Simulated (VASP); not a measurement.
# GaP (F-43m) in VASP: a series of runs

The runs below take GaP through electric field gradients, with LDA.

All numbers are computed with VASP 6.6.1; they aren't measurements. Logs are shortened: lines on timing, memory, paths and dates and some standing lists are left out, and cuts for length are marked.

### 1 The cell of the first run

The structure is cubic, space group F-43m (No. 216). The conventional cell has a = 5.339 Å, b = 5.339 Å, c = 5.339 Å, α = 90.00°, β = 90.00°, γ = 90.00°. Ga (site symmetry -43m) has 4 P at 2.31 Å within 3.1 Å. P (site symmetry -43m) has 4 Ga at 2.31 Å within 3.1 Å.

### 2 Electric field gradients, LDA (volume scaled by 0.94)

The input, INCAR:

```
SYSTEM = GaP
ALGO = Normal
EDIFF = 1E-8
ENCUT = 520
GGA = CA
ISIF = 2
ISMEAR = -1
LASPH = .TRUE.
LCHARG = .FALSE.
LEFG = .TRUE.
LREAL = .FALSE.
LWAVE = .FALSE.
NBANDS = 16
NELM = 80
PREC = Accurate
SIGMA = 0.05
```

The input, KPOINTS:

```
k-points
0
G
  10 10 10
  0 0 0
```

The input, POSCAR:

```
GaP
1.0
    0.0000000000      2.6696170428      2.6696170428
    2.6696170428      0.0000000000      2.6696170428
    2.6696170428      2.6696170428      0.0000000000
Ga P
1 1
Direct
    0.0000000000      0.0000000000      0.0000000000
    0.7500000000      0.7500000000      0.7500000000
```

Potentials or basis: VASP PAW LDA potentials, release 64 (Ga_d, P).

Launch:

```
$ cat potpaw_LDA.64/Ga_d/POTCAR potpaw_LDA.64/P/POTCAR > POTCAR
$ mpirun -np 1 vasp_std > vasp.out
```

OUTCAR:

```text
SYSTEM = GaP
   EDIFF = 1E-8
   ENCUT = 520
   GGA = CA
   ISIF = 2
   ISMEAR = -1
   LASPH = .TRUE.
   LREAL = .FALSE.
   NELM = 80
   PREC = Accurate

 ion  position               nearest neighbor table
   1  0.000  0.000  0.000-   2 2.31   2 2.31   2 2.31   2 2.31
   2  0.750  0.750  0.750-   1 2.31   1 2.31   1 2.31   1 2.31

  LATTYP: Found a face centered cubic cell.
 ALAT       =     5.3392340856

  Lattice vectors:

 A1 = (   0.0000000000,   2.6696170428,   2.6696170428)
 A2 = (   2.6696170428,   0.0000000000,   2.6696170428)
 A3 = (   2.6696170428,   2.6696170428,   0.0000000000)

Analysis of symmetry for initial positions (statically):
=====================================================================
 Subroutine PRICEL returns:
 Original cell was already a primitive cell.

 Routine SETGRP: Setting up the symmetry group for a
 face centered cubic supercell.

 Subroutine GETGRP returns: Found 24 space group operations
 (whereof 24 operations were pure point group operations)
 out of a pool of 48 trial point group operations.

The static configuration has the point symmetry T_d .

Analysis of symmetry for dynamics (positions and initial velocities):
=====================================================================
 Subroutine PRICEL returns:
 Original cell was already a primitive cell.

 Routine SETGRP: Setting up the symmetry group for a
 face centered cubic supercell.

 Subroutine GETGRP returns: Found 24 space group operations
 (whereof 24 operations were pure point group operations)
 out of a pool of 48 trial point group operations.

The dynamic configuration has the point symmetry T_d .

 Subroutine INISYM returns: Found 24 space group operations
 (whereof 24 operations are pure point group operations),
 and found     1 'primitive' translations

----------------------------------------------------------------------------------------

                                     Primitive cell

  volume of cell :      38.0519

  direct lattice vectors                    reciprocal lattice vectors
     0.000000000  2.669617043  2.669617043    -0.187292781  0.187292781  0.187292781
     2.669617043  0.000000000  2.669617043     0.187292781 -0.187292781  0.187292781
     2.669617043  2.669617043  0.000000000     0.187292781  0.187292781 -0.187292781

  length of vectors
     3.775408628  3.775408628  3.775408628     0.324400612  0.324400612  0.324400612

  position of ions in fractional coordinates (direct lattice)
     0.000000000  0.000000000  0.000000000
     0.750000000  0.750000000  0.750000000

  ion indices of the primitive-cell ions
   primitive index   ion index
                 1           1
                 2           2

----------------------------------------------------------------------------------------

 KPOINTS: k-points

Automatic generation of k-mesh.
 Grid dimensions read from file:
 generate k-points for:   10   10   10

 Generating k-lattice:

  Cartesian coordinates                     Fractional coordinates (reciprocal lattice)
    -0.018729278  0.018729278  0.018729278     0.100000000  0.000000000  0.000000000
     0.018729278 -0.018729278  0.018729278     0.000000000  0.100000000  0.000000000
     0.018729278  0.018729278 -0.018729278     0.000000000  0.000000000  0.100000000

  Length of vectors
     0.032440061  0.032440061  0.032440061

  Shift w.r.t. Gamma in fractional coordinates (k-lattice)
     0.000000000  0.000000000  0.000000000

 Subroutine IBZKPT returns following result:
 ===========================================

 Found     47 irreducible k-points:

 Following reciprocal coordinates:
            Coordinates               Weight
  0.000000  0.000000  0.000000      1.000000
  0.100000  0.000000  0.000000      8.000000
  0.200000  0.000000  0.000000      8.000000
  0.300000  0.000000  0.000000      8.000000
  0.400000  0.000000  0.000000      8.000000
  0.500000  0.000000  0.000000      4.000000
[... 16 lines left out ...]
  0.300000  0.300000  0.000000      6.000000
  0.400000  0.300000  0.000000     24.000000
 [... further k-points ...]
   k-points           NKPTS =     47   k-points in BZ     NKDIM =     47   number of bands    NBANDS=     16
   number of dos      NEDOS =    301   number of ions     NIONS =      2
   total plane-waves  NPLWV =  21952
   dimension x,y,z NGX =    28 NGY =   28 NGZ =   28
   dimension x,y,z NGXF=    56 NGYF=   56 NGZF=   56
   ions per type =               1   1
   NGX,Y,Z   is equivalent  to a cutoff of  12.33, 12.33, 12.33 a.u.
   NGXF,Y,Z  is equivalent  to a cutoff of  24.66, 24.66, 24.66 a.u.
 SYSTEM =  GaP
   PREC   = accura    normal or accurate (medium, high low for compatibility)
   ISTART =      0    job   : 0-new  1-cont  2-samecut
   ICHARG =      2    charge: 1-file 2-atom 10-const
   ISPIN  =      1    spin polarized calculation?
   LNONCOLLINEAR =      F non collinear calculations
   LSORBIT =      F    spin-orbit coupling
   LASPH  =      T    aspherical Exc in radial PAW
   ENCUT  =  520.0 eV  38.22 Ry    6.18 a.u.   7.02  7.02  7.02*2*pi/ulx,y,z
   NELM   =     80;   NELMIN=  2; NELMDL= -5     # of ELM steps
   EDIFF  = 0.1E-07   stopping-criterion for ELM
   LREAL  =      F    real-space projection
   EDIFFG = 0.1E-06   stopping-criterion for IOM
   NSW    =      0    number of steps for IOM
   IBRION =     -1    ionic relax: 0-MD 1-quasi-New 2-CG
   NFREE  =      0    steps in history (QN), initial steepest desc. (CG)
   ISIF   =      2    stress and relaxation
   ISYM   =      2    0-nonsym 1-usesym 2-fastsym
   POTIM  = 0.5000    time-step for ionic-motion
   TEBEG  =    0.0;   TEEND  =   0.0 temperature during run
   PSTRESS=    0.0 pullay stress
   NELECT =      18.0000    total number of electrons
   NUPDOWN=      -1.0000    fix difference up-down
   EMIN   =  10.00;   EMAX   =-10.00  energy-range for DOS
   EFERMI =   0.00;   METHOD = LEGACY
   ISMEAR =    -1;   SIGMA  =   0.05  broadening in eV -4-tet -1-fermi 0-gaus
   EFERMI_NEDOS =   21; number of points for ismear=-14 and -15
   IALGO  =     38    algorithm
   IMIX   =      4    mixing-type and parameters
     AMIX     =   0.40;   BMIX     =  1.00
     AMIX_MAG =   1.60;   BMIX_MAG =  1.00
  volume/ion in A,a.u.               =      19.03       128.39
  Fermi-wavevector in a.u.,A,eV,Ry     =   1.275577  2.410491 22.137997  1.627097
  Thomas-Fermi vector in A             =   2.408281
   LORBIT       =      0    0 simple, 1 ext, 2 COOP (PROOUT), +10 PAW based schemes
   GGA     = CA    functional components
   LHFCALC =     F    Hartree Fock is set to
   AEXX    =    0.0000 exact exchange contribution
   IVDW    =     0    specifies the selected vdW correction
   LEPSILON=     F    determine dielectric tensor
   LRPA    =     F    only Hartree local field effects (RPA)
 non-spin polarized calculation
  energy-cutoff  :      520.00
  volume of cell :       38.05
 maximum number of plane-waves:      1034
   NGX = 13   NGY = 13   NGZ = 13

 number of electron      17.9999984 magnetization

 Free energy of the ion-electron system (eV)
  ---------------------------------------------------
  ext. energy  EPLUGINS =         0.00000000
  ---------------------------------------------------
  free energy    TOTEN  =       -10.44255010 eV

  energy without entropy =      -10.44255007  energy(sigma->0) =      -10.44255009

 E-fermi :   5.8182     XC(G=0): -10.4428

 val. band max:        5.1632807221   @ k =   0.0000   0.0000   0.0000
 cond. band min:       6.5117959565   @ k =   0.4000   0.4000   0.0000
 fundamental gap:      1.3485152343
 Fermi energy:         5.8181562028

 k-point     1 :       0.0000    0.0000    0.0000
  band No.  band energies     occupation
      1      -9.6628      2.00000
      2      -9.6628      2.00000
      3      -9.6628      2.00000
      4      -9.5446      2.00000
      5      -9.5446      2.00000
      6      -7.8286      2.00000
[... 8 lines left out ...]
     15      15.0478      0.00000
     16      15.0478      0.00000

 k-point     2 :       0.1000    0.0000    0.0000
  band No.  band energies     occupation
      1      -9.6739      2.00000
      2      -9.6590      2.00000
      3      -9.6590      2.00000
      4      -9.5447      2.00000
      5      -9.5447      2.00000
      6      -7.6875      2.00000
[... 8 lines left out ...]
     15      14.5195      0.00000
     16      14.5999      0.00000

 k-point     3 :       0.2000    0.0000    0.0000
  band No.  band energies     occupation
      1      -9.7007      2.00000
      2      -9.6500      2.00000
      3      -9.6500      2.00000
      4      -9.5441      2.00000
      5      -9.5441      2.00000
      6      -7.2782      2.00000
[... 8 lines left out ...]
     15      14.0590      0.00000
     16      15.2286      0.00000

 k-point     4 :       0.3000    0.0000    0.0000
  band No.  band energies     occupation
      1      -9.7301      2.00000
      2      -9.6407      2.00000
      3      -9.6407      2.00000
      4      -9.5415      2.00000
      5      -9.5415      2.00000
      6      -6.6473      2.00000
[... 8 lines left out ...]
     15      14.5042      0.00000
     16      14.8324      0.00000

 k-point     5 :       0.4000    0.0000    0.0000
  band No.  band energies     occupation
      1      -9.7518      2.00000
      2      -9.6350      2.00000
      3      -9.6350      2.00000
      4      -9.5376      2.00000
      5      -9.5376      2.00000
      6      -5.9267      2.00000
[... 8 lines left out ...]
     15      15.8142      0.00000
     16      15.8142      0.00000

 k-point     6 :       0.5000    0.0000    0.0000
  band No.  band energies     occupation
      1      -9.7598      2.00000
      2      -9.6333      2.00000
      3      -9.6333      2.00000
      4      -9.5356      2.00000
      5      -9.5356      2.00000
      6      -5.5345      2.00000
[... 8 lines left out ...]
     15      17.0283      0.00000
     16      17.0283      0.00000
[... 267 lines left out ...]
 k-point    21 :      -0.3000    0.2000    0.0000
  band No.  band energies     occupation
      1      -9.7525      2.00000
      2      -9.6292      2.00000
      3      -9.6233      2.00000
      4      -9.5454      2.00000
      5      -9.5422      2.00000
      6      -5.7506      2.00000
[... 8 lines left out ...]
     15      16.3086      0.00000
     16      18.1364      0.00000

 k-point    22 :      -0.2000    0.2000    0.0000
  band No.  band energies     occupation
      1      -9.7358      2.00000
      2      -9.6344      2.00000
      3      -9.6339      2.00000
      4      -9.5491      2.00000
      5      -9.5397      2.00000
      6      -6.4337      2.00000
[... 8 lines left out ...]
     15      16.6734      0.00000
     16      17.4464      0.00000

 k-point    23 :       0.3000    0.3000    0.0000
  band No.  band energies     occupation
      1      -9.7611      2.00000
      2      -9.6122      2.00000
      3      -9.6122      2.00000
      4      -9.5727      2.00000
      5      -9.5272      2.00000
      6      -6.2458      2.00000
[... 8 lines left out ...]
     15      16.4260      0.00000
     16      19.2305      0.00000

 k-point    24 :       0.4000    0.3000    0.0000
  band No.  band energies     occupation
      1      -9.7746      2.00000
      2      -9.6055      2.00000
      3      -9.6027      2.00000
      4      -9.5761      2.00000
      5      -9.5246      2.00000
      6      -5.6709      2.00000
[... 8 lines left out ...]
     15      17.1201      0.00000
     16      19.2298      0.00000

 [... further k-points ...]

------------------------ aborting loop because EDIFF is reached ----------------------------------------

  FORCE on cell =-STRESS in cart. coord.  units (eV):
  Direction    XX          YY          ZZ          XY          YZ          ZX
  --------------------------------------------------------------------------------------
  -------------------------------------------------------------------------------------
  Total        0.6933336      0.6933336      0.6933336      0.0000000      0.0000000     -0.0000000
  in kB       29.1928104     29.1928104     29.1928104      0.0000000      0.0000000     -0.0000000
  external PRESSURE =      29.1928104 kB  Pullay stress =       0.0000000 kB

 VOLUME and BASIS-vectors are now :
 -----------------------------------------------------------------------------
  energy-cutoff  :      520.00
  volume of cell :       38.05
      direct lattice vectors                 reciprocal lattice vectors
     0.000000000  2.669617043  2.669617043    -0.187292781  0.187292781  0.187292781
     2.669617043  0.000000000  2.669617043     0.187292781 -0.187292781  0.187292781
     2.669617043  2.669617043  0.000000000     0.187292781  0.187292781 -0.187292781

 POSITION                                       TOTAL-FORCE (eV/Angst)
 -----------------------------------------------------------------------------------
      0.00000      0.00000      0.00000         0.000000      0.000000      0.000000
      4.00443      4.00443      4.00443        -0.000000     -0.000000     -0.000000
 -----------------------------------------------------------------------------------
    total drift:                               -0.000001     -0.000001     -0.000000

  FREE ENERGIE OF THE ION-ELECTRON SYSTEM (eV)
  ---------------------------------------------------
  free  energy   TOTEN  =       -10.4425500970 eV

  energy  without entropy=      -10.4425500734  energy(sigma->0) =      -10.44255009

 Electric field gradients (V/A^2)
---------------------------------------------------------------------
 ion       V_xx      V_yy      V_zz      V_xy      V_xz      V_yz
---------------------------------------------------------------------
   1      -0.000     0.000     0.000    -0.001    -0.001    -0.001
   2       0.000     0.000     0.000    -0.000    -0.000    -0.000
---------------------------------------------------------------------

 Electric field gradients after diagonalization (V/A^2)
 (convention: |V_zz| > |V_xx| > |V_yy|)
----------------------------------------------------------------------
 ion       V_xx      V_yy      V_zz     asymmetry (V_yy - V_xx)/ V_zz
----------------------------------------------------------------------
   1       0.001     0.001    -0.003       0.000
   2       0.000     0.000    -0.000       0.000
----------------------------------------------------------------------

           NMR quadrupolar parameters

 Cq : quadrupolar parameter    Cq=e*Q*V_zz/h
 eta: asymmetry parameters     (V_yy - V_xx)/ V_zz
 Q  : nuclear electric quadrupole moment in mb (millibarn)
----------------------------------------------------------------------
 ion       Cq(MHz)       eta       Q (mb)
----------------------------------------------------------------------
   1      -0.000       0.000       1.000
   2      -0.000       0.000       1.000
----------------------------------------------------------------------
```

Run time: 26 s. Hardware: 1 thread of AMD EPYC 7R43 (Zen 3), shared host; peak memory 0.12 GiB.

What came out:

| Property | Result |
| --- | --- |
| Free energy | -10.4426 eV |
| Pressure | 2.9 GPa |
| Band gap on the k mesh | 1.35 eV, indirect (least direct gap 2.16 eV) |

Levels at points of the mesh, in eV from the valence-band top:
| k point | band 5 | band 6 | band 7 | band 8 | band 9 | band 10 | band 11 | band 12 | band 13 | band 14 |
| --- | --- | --- | --- | --- | --- | --- | --- | --- | --- | --- |
| (0.00, 0.00, 0.00) | -14.71 | -12.99 | 0.00 | 0.00 | 0.00 | 2.16 | 3.77 | 3.77 | 3.77 | 8.78 |
| (0.50, 0.00, 0.00) | -14.70 | -10.70 | -7.08 | -1.22 | -1.22 | 1.71 | 4.61 | 4.61 | 8.16 | 11.11 |
| (0.50, 0.50, 0.00) | -14.68 | -9.69 | -7.14 | -2.93 | -2.93 | 1.37 | 1.62 | 10.92 | 10.92 | 11.55 |

Caveat: without QUAD_EFG the Cq values of the log hold for a quadrupole moment of 1 mb, not for the nuclei. A k mesh can miss the band edges.

(Continued in part 2 of 2.)
